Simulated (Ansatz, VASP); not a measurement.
Li2GeAs2: VASP beside Ansatz

Contents of INCAR:

```
SYSTEM = Li2GeAs2
PREC = Accurate
ENCUT = 600
EDIFF = 1E-6
ISMEAR = 0
SIGMA = 0.1
LREAL = .False.
LASPH = .True.
NELM = 100
ALGO = Normal
ISIF = 3
LWAVE = .False.
LCHARG = .False.
GGA = PE
IBRION = 2
NSW = 100
EDIFFG = -0.01
```

KPOINTS

```
Automatic mesh
0
Gamma
  12 12 12
  0 0 0
```

File POSCAR:

```
Li2GeAs2
1.0
   -2.0784121813      2.0784121813      5.3076077104
    2.0784121813     -2.0784121813      5.3076077104
    2.0784121813      2.0784121813     -5.3076077104
Li Ge As
2 1 2
Direct
    0.7500000000      0.2500000000      0.5000000000
    0.2500000000      0.7500000000      0.5000000000
    0.0000000000      0.0000000000      0.0000000000
    0.3880440972      0.3880440972      0.0000000000
    0.6119559028      0.6119559028      0.0000000000
```

Input for Ansatz:

```yaml
crystal:
  lattice:
    - [-2.0784121813, 2.0784121813, 5.3076077104]
    - [2.0784121813, -2.0784121813, 5.3076077104]
    - [2.0784121813, 2.0784121813, -5.3076077104]
  atoms:
    - { symbol: Li, position: [0.75, 0.25, 0.5] }
    - { symbol: Li, position: [0.25, 0.75, 0.5] }
    - { symbol: Ge, position: [0.0, 0.0, 0.0] }
    - { symbol: As, position: [0.3880440972, 0.3880440972, 0.0] }
    - { symbol: As, position: [0.6119559028, 0.6119559028, 0.0] }
basis:
  ecutwfc: 420
kpoints:
  mp_grid: { grid: [12, 12, 12] }
hamiltonian:
  xc: pbe
scf:
  occupations: { method: gaussian, width: 0.1 }
output:
  forces: true
  stress: true
  eigenvalues: true
relax:
  adjacent_minimum: "off"
  f_tol: 0.01
  max_steps: 80
  cell: { stress_tol: 0.05 }
```

Change from the starting cell: species swapped into the HoGe2Pd2 type (I4/mmm, No. 139).

Alike in both runs: task relaxation of cell and atoms; functional PBE; k mesh 12 × 12 × 12; occupations gaussian, width 0.1 eV; no spin polarisation.

```csv
,VASP,Ansatz
version,VASP 6.6.1,Ansatz 0.2.0
potentials or method,"VASP PAW PBE potentials, release 64 (Li_sv, Ge_d, As), cutoff 600 eV","scalar-relativistic, plane waves, PAW"
valence electrons in the cell,30,50
```

Ansatz gave:

```
gap on the k mesh at the Fermi level, each at its own relaxed structure (eV) : none
relaxed volume (Å³/atom)                                                     : 18.38
relaxed cell length with the largest relative difference (Å)                 : 6.070
```

Problem. What did VASP give for the same quantities?

Solution. gap on the k mesh at the Fermi level, each at its own relaxed structure (eV): none; relaxed volume (Å³/atom): 18.39; relaxed cell length with the largest relative difference (Å): 6.079.

A gap of «none» marks a metal or a gap that the smearing closes. VASP's potentials hold 30 valence electrons a cell and Ansatz's 50, so a difference there can come from the potentials and not from the codes.

Noted on VASP's run: the cutoff is short for stress, so the pressure is rough.
